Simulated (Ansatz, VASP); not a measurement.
## Sb in VASP and in Ansatz

Contents of INCAR:

```
SYSTEM = Sb
PREC = Accurate ; ENCUT = 520
EDIFF = 1E-6 ; ISMEAR = -1
SIGMA = 0.05 ; LREAL = .FALSE.
LASPH = .TRUE. ; NELM = 80
ALGO = Normal ; ISIF = 2
LWAVE = .FALSE. ; LCHARG = .FALSE.
GGA = PS ; NBANDS = 8
```

The input KPOINTS:

```
regular mesh
0
G
  13 13 13
  0 0 0
```

POSCAR

```
Sb
1.0
    3.1809277622      0.0000000000      0.0000000000
    0.0000000000      3.1809277622      0.0000000000
    0.0000000000      0.0000000000      3.1809277622
Sb
1
Direct
    0.0000000000      0.0000000000      0.0000000000
```

Input for Ansatz:

```yaml
crystal:
  lattice:
    - [3.1809277622, 0.0, 0.0]
    - [0.0, 3.1809277622, 0.0]
    - [0.0, 0.0, 3.1809277622]
  atoms:
    - { symbol: Sb, position: [0.0, 0.0, 0.0] }
kpoints:
  mp_grid: { grid: [13, 13, 13] }
  band_path:
    path:
      - [0.0, 0.0, 0.0]
      - [0.0, 0.5, 0.0]
      - [0.5, 0.5, 0.0]
      - [0.0, 0.0, 0.0]
      - [0.5, 0.5, 0.5]
      - [0.0, 0.5, 0.0]
      - [0.5, 0.5, 0.5]
      - [0.5, 0.5, 0.0]
    npoints: 5
scf:
  occupations: { method: fermi_dirac, width: 0.05 }
hamiltonian:
  xc: pbesol
  pseudopotentials: { kind: all_electron, lapw: { basis_error: 0.001 } }
output:
  forces: true
  stress: true
  eigenvalues: true
```

Change from the starting cell: volume scaled by 1.02.

Alike in both runs: task single point; functional PBEsol; k mesh 13 × 13 × 13; occupations fermi-dirac, width 0.05 eV; no spin polarisation.

|  | VASP | Ansatz |
| --- | --- | --- |
| version | VASP 6.6.1 | Ansatz 0.2.0 |
| potentials or method | VASP PAW PBE potentials, release 64 (Sb), cutoff 520 eV | all-electron LAPW, scalar-relativistic |

|  | VASP | Ansatz | Ansatz less VASP |
| --- | --- | --- | --- |
| pressure (GPa) | -5.6 | -5.6 | -0.01 |

VASP's potentials were made for PBE, not for PBEsol. Ansatz ran all-electron here, and VASP with PAW potentials.

Neither program's run includes spin-orbit coupling.
